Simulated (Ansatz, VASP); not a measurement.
## One calculation of Cu, two programs

```
Cu
1.0
     0.00000   -1.80750   -1.80750
     0.00000    1.80750   -1.80750
     3.61500    0.00000    0.00000
Cu
2
Direct
  0.61736 0.50000 0.50000
  0.88264 0.00000 0.00000
```

Change from the starting cell: mode 4 (167.2 1/cm) frozen in, largest displacement -0.300 Å.

Alike in both runs: task single point; functional PBEsol; k mesh 18 × 18 × 14; occupations gaussian, width 0.15 eV; no spin polarisation.

|  | VASP | Ansatz |
| --- | --- | --- |
| version | VASP 6.6.1 | Ansatz 0.2.0 |
| potentials or method | VASP PAW PBE potentials, release 64 (Cu), cutoff 520 eV | scalar-relativistic, plane waves, PAW |
| valence electrons in the cell | 22 | 38 |

```tsv
	VASP	Ansatz	Ansatz less VASP
gap on the k mesh at the Fermi level (eV)	none	none	-
pressure (GPa)	4.6	5.0	+0.39
traceless stress, the component that is largest in VASP (GPa)	13.77	13.74	-0.029
rms of the force components (eV/Å)	0.838	0.833	-0.0047
```

VASP's potentials were made for PBE, not for PBEsol. Atom by atom the forces differ by 0.005 eV/Å (rms over components). A gap of «none» marks a metal or a gap that the smearing closes. VASP's potentials hold 22 valence electrons a cell and Ansatz's 38, so a difference there can come from the potentials and not from the codes.
